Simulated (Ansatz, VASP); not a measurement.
ZnSnP2 in VASP and in Ansatz

INCAR

```
ALGO = Normal
EDIFF = 1E-6
ENCUT = 500
GGA = PE
GGA_COMPAT = F
ISIF = 2
ISMEAR = -1
KPAR = 4
LASPH = T
LCHARG = F
LNONCOLLINEAR = T
LORBIT = 11
LORBMOM = T
LREAL = F
LSORBIT = T
LWAVE = F
MAGMOM = 0 0 0 0 0 0 0 0 0 0 0 0 0 0 0 0 0 0 0 0 0 0 0 0
NBANDS = 90
NELM = 200
PREC = Accurate
SIGMA = 0.02
```

KPOINTS

```
k-points
0
Gamma
  6 6 6
```

POSCAR

```
ZnSnP2
1.0
   -2.8252090207      2.8252090207      5.6635693201
    2.8252090207     -2.8252090207      5.6635693201
    2.8252090207      2.8252090207     -5.6635693201
Zn Sn P
2 2 4
Direct
    0.7500000000      0.2500000000      0.5000000000
    0.0000000000      0.0000000000      0.0000000000
    0.2500000000      0.7500000000      0.5000000000
    0.5000000000      0.5000000000      0.0000000000
    0.3750000000      0.3532624366      0.4782624366
    0.6467375634      0.1250000000      0.0217375634
    0.1032624366      0.6250000000      0.9782624366
    0.8750000000      0.8967375634      0.5217375634
```

Input for Ansatz:

```yaml
crystal:
  lattice:
    - [-2.8252090207, 2.8252090207, 5.6635693201]
    - [2.8252090207, -2.8252090207, 5.6635693201]
    - [2.8252090207, 2.8252090207, -5.6635693201]
  atoms:
    - { symbol: Zn, position: [0.75, 0.25, 0.5] }
    - { symbol: Zn, position: [0.0, 0.0, 0.0] }
    - { symbol: Sn, position: [0.25, 0.75, 0.5] }
    - { symbol: Sn, position: [0.5, 0.5, 0.0] }
    - { symbol: P, position: [0.375, 0.3532624366, 0.4782624366] }
    - { symbol: P, position: [0.6467375634, 0.125, 0.0217375634] }
    - { symbol: P, position: [0.1032624366, 0.625, 0.9782624366] }
    - { symbol: P, position: [0.875, 0.8967375634, 0.5217375634] }
kpoints:
  mp_grid: { grid: [6, 6, 6] }
  band_path:
    path:
      - [0.0, 0.0, 0.0]
      - [0.0, 0.0, 0.5]
      - [0.25, 0.25, 0.25]
      - [0.0, 0.5, 0.0]
      - [0.5, 0.5, -0.5]
      - [0.3122100766, 0.6877899234, -0.3122100766]
      - [-0.3122100766, 0.3122100766, 0.3122100766]
      - [-0.1244201532, 0.1244201532, 0.5]
      - [0.5, 0.5, -0.1244201532]
    npoints: 1
hamiltonian:
  xc: pbe
scf:
  occupations: { method: fermi_dirac, width: 0.02 }
  n_extra_bands: 12
magnetization:
  noncollinear: true
  spin_orbit: true
output:
  forces: true
  stress: true
  eigenvalues: true
```

Alike in both runs: task single point; functional PBE; k mesh 6 × 6 × 6; occupations fermi-dirac, width 0.02 eV; non-collinear spin, spin-orbit coupling.

|  | VASP | Ansatz |
| --- | --- | --- |
| version | VASP 6.6.1 | Ansatz 0.2.0 |
| potentials or method | VASP PAW PBE potentials, release 64 (Zn, Sn_d, P) | plane waves, PAW |
| plane-wave cutoff (eV) | 500 | 420 |
| valence electrons in the cell | 72 | 72 |

|  | VASP | Ansatz | Ansatz less VASP |
| --- | --- | --- | --- |
| pressure (GPa) | 2.0 | 2.0 | -0.02 |
| rms of the force components (eV/Å) | 0.025 | 0.035 | +0.0096 |

Atom by atom the forces differ by 0.010 eV/Å (rms over components).
